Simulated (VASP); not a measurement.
# Sb: electric field gradients with PBE

Sb:

```xyz
1
Lattice="3.1600 0.0316 0.0316 0.0316 3.1600 0.0316 0.0316 0.0316 3.1600" Properties=species:S:1:pos:R:3 pbc="T T T"
Sb    0.0000    0.0000    0.0000
```

This cell differs from its parent crystal: equal xy, yz and zx shear strains of +2 %.

```yaml
Program: VASP 6.6.1
Task: electric field gradients
Functional: PBE
Potentials_or_basis: VASP PAW PBE potentials, release 64 (Sb)
Cutoff: 520 eV
k_mesh: 13 × 13 × 13
Occupations: fermi-dirac, width 0.05 eV
Spin: no spin polarisation
Dipole_correction: no
Further_INCAR_settings: ALGO = Normal; EDIFF = 1e-08; NBANDS = 8
```

- Pressure: -2.5 GPa

Stress tensor (GPa, compression positive):
```
-2.54 -0.33 -0.33
-0.33 -2.54 -0.33
-0.33 -0.33 -2.54
```

Levels at points of the mesh, in eV from the Fermi level:
```
           k point  band 1  band 2  band 3  band 4  band 5  band 6
(0.00, 0.00, 0.00)  -12.02    3.03    3.03    3.17    6.82    6.82
```

Electric field gradients, principal values (V/Å²):
```
atom   least  middle  greatest (by size)
1 Sb  -7.448  -7.448              14.896
```

Run time: 14 s on 1 thread of AMD EPYC 9R45 96-Core Processor (Zen 5), with other jobs on the host, peak memory 0.15 GiB.

Caveat: the cell differs from its parent crystal (equal xy, yz and zx shear strains of +2 %); without QUAD_EFG the Cq values of the log hold for a quadrupole moment of 1 mb, not for the nuclei; spin-orbit coupling is left out, which moves the levels of the heavy elements.
